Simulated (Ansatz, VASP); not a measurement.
**SiC: VASP beside Ansatz**

```
CELL_PARAMETERS angstrom
3.09637 0.00000 0.00000
-1.54818 2.68153 0.00000
0.00000 0.00000 5.08143
ATOMIC_POSITIONS crystal
Si 0.33333 0.66667 0.00000
Si 0.66667 0.33333 0.50000
C 0.33333 0.66667 0.38500
C 0.66667 0.33333 0.88500
```

Change from the starting cell: volume scaled by 1.02.

Alike in both runs: task single point; functional PBEsol; k mesh 15 × 15 × 8; occupations fermi-dirac, width 0.08 eV; no spin polarisation.

|  | VASP | Ansatz |
| --- | --- | --- |
| version | VASP 6.6.1 | Ansatz 0.2.0 |
| potentials or method | VASP PAW PBE potentials, release 64 (Si, C), cutoff 520 eV | all-electron LAPW, scalar-relativistic |

|  | VASP | Ansatz | Ansatz less VASP |
| --- | --- | --- | --- |
| pressure (GPa) | -3.7 | -4.0 | -0.37 |
| traceless stress, the component that is largest in VASP (GPa) | -2.77 | -2.69 | +0.079 |
| rms of the force components (eV/Å) | 0.416 | 0.413 | -0.0032 |

VASP's potentials were made for PBE, not for PBEsol. Atom by atom the forces differ by 0.003 eV/Å (rms over components). Ansatz ran all-electron here, and VASP with PAW potentials.
